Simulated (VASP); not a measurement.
Crystal: MnHg.

```xyz
4
Lattice="3.3150 0.0000 0.0000 0.0000 3.3150 0.0000 0.0000 0.0000 6.6300" Properties=species:S:1:pos:R:3 pbc="T T T"
Mn    1.6575    1.6575    1.6575
Mn    1.6575    1.6575    4.9725
Hg    0.0000    0.0000    0.0000
Hg    0.0000    0.0000    3.3150
```

Base run:

| Quantity | Value |
| --- | --- |
| Program | VASP 6.6.1 |
| Functional | PBE |
| Potentials or basis | VASP PAW PBE potentials, release 64 (Mn_pv, Hg) |
| Cutoff | 520 eV |
| k mesh | 9 × 9 × 5 |
| Occupations | fermi-dirac, width 0.1 eV |
| Spin | no spin polarisation |

Its results: pressure -13.7 GPa.

Question: The run is repeated on the same cell with these changes: spin from no spin polarisation to collinear spin, ferromagnetic start; further incar settings from ALGO = Normal; EDIFF = 1e-06; NBANDS = 33 to ALGO = Normal; EDIFF = 1e-07; NBANDS = 37. What comes out?

Answer: Pressure 0.8 GPa; net moment 7.77 μB per cell; site moments Mn +3.80; Hg -0.05 μB.

Caveats: the cell stands under tension (at least some runs).
